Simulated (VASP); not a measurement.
Crystal: RbP3.

```
Rb P
1.0
     6.10303    0.00000    0.00000
     0.00000    6.10303    0.00000
     0.00000    0.00000    6.10303
Rb P
2 6
Cartesian
  0.0000 0.0000 0.0000
  3.0515 3.0515 3.0515
  1.5258 0.0000 3.0515
  3.0515 4.5773 0.0000
  4.5773 0.0000 3.0515
  3.0515 1.5258 0.0000
  0.0000 3.0515 4.5773
  0.0000 3.0515 1.5258
```

```yaml
Program: VASP 6.6.1
Task: relaxation of cell and atoms
Functional: PBE
Potentials_or_basis: VASP PAW PBE potentials, release 64 (Rb_sv, P)
Cutoff: 600 eV
k_mesh: 4 × 4 × 4
Occupations: gaussian, width 0.1 eV
Spin: no spin polarisation
```

At the start: pressure -6.2 GPa; volume 28.41 Å³/atom.

How do energy, volume and symmetry change on relaxing?

Over 4 steps the energy falls by 151.7 meV/atom and the volume is 22.00 Å³/atom (-22.6 %); space group Pm-3n (No. 223, to 0.05 Å).

Step by step:
```csv
step,energy change (eV),largest force (eV/Å),pressure (GPa),volume (Å³)
1,0.0000,0.0000,-6.16,227.32
2,-1.0386,0.0000,-3.07,193.25
3,-1.2088,0.0000,-0.56,178.87
4,-1.2133,0.0000,0.04,176.02
```

Final structure:
```xyz
8
Lattice="5.6043 0.0000 0.0000 0.0000 5.6043 0.0000 0.0000 0.0000 5.6043" Properties=species:S:1:pos:R:3 pbc="T T T"
Rb    5.6043    0.0000    5.6043
Rb    2.8021    2.8021    2.8021
P     1.4011    0.0000    2.8021
P     2.8021    4.2032    0.0000
P     4.2032    5.6043    2.8021
P     2.8021    1.4011    5.6043
P     5.6043    2.8021    4.2032
P     5.6043    2.8021    1.4011
```

Caveat: the volume moved by over 15 % at a fixed basis, so the end points are rough.
